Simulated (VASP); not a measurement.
A run of VASP 6.6.1 is set up as follows.

INCAR

```
SYSTEM = Co
ALGO     = Normal         ! electronic algorithm
EDIFF    = 1E-7           ! SCF threshold, eV
ENCUT    = 520            ! plane-wave cutoff, eV
GGA      = PE             ! functional
ISIF     = 2              ! what is computed and relaxed
ISMEAR   = 1              ! smearing method
ISPIN    = 2              ! spin polarisation
LASPH    = .True.         ! aspherical terms in the spheres
LCHARG   = .False.        ! write CHGCAR
LMAXMIX  = 4              ! l up to which the mixer works
LORBIT   = 11             ! projections on sites
LREAL    = .False.        ! projectors in reciprocal space
LWAVE    = .False.        ! write WAVECAR
MAGMOM   = 2.5 2.5 2.5 2.5 ! initial moments
NBANDS   = 30             ! bands
NELM     = 150            ! most SCF steps
PREC     = Accurate       ! precision mode
SIGMA    = 0.05           ! smearing width, eV
```

The input KPOINTS:

```
k-points
0
Gamma
  10 10 3
  0 0 0
```

The input POSCAR:

```
Co
1.0
    2.4705620000      0.0000000000      0.0000000000
   -1.2352810000      2.1395694536      0.0000000000
    0.0000000000      0.0000000000      8.0882340000
Co
4
Direct
    0.0000000000      0.0000000000      0.0000000000
    0.3333333333      0.6666666667      0.2500000000
    0.0000000000      0.0000000000      0.5000000000
    0.6666666667      0.3333333333      0.7500000000
```

Potentials or basis: VASP PAW PBE potentials, release 64 (Co).

Run with:

```sh
$ cat potpaw_PBE.64/Co/POTCAR > POTCAR
$ mpirun -np 1 vasp_std > vasp.out
```

Predict the net moment.

6.64 μB per cell.

Estimate the site moments.

Co +1.67, +1.68 (each value once) μB.

What does it give for the pressure?

4.0 GPa.

Stress tensor (GPa, compression positive):
```
5.12 0.00 0.00
0.00 5.12 0.00
0.00 0.00 1.72
```

Caveat: the cell stands under pressure.
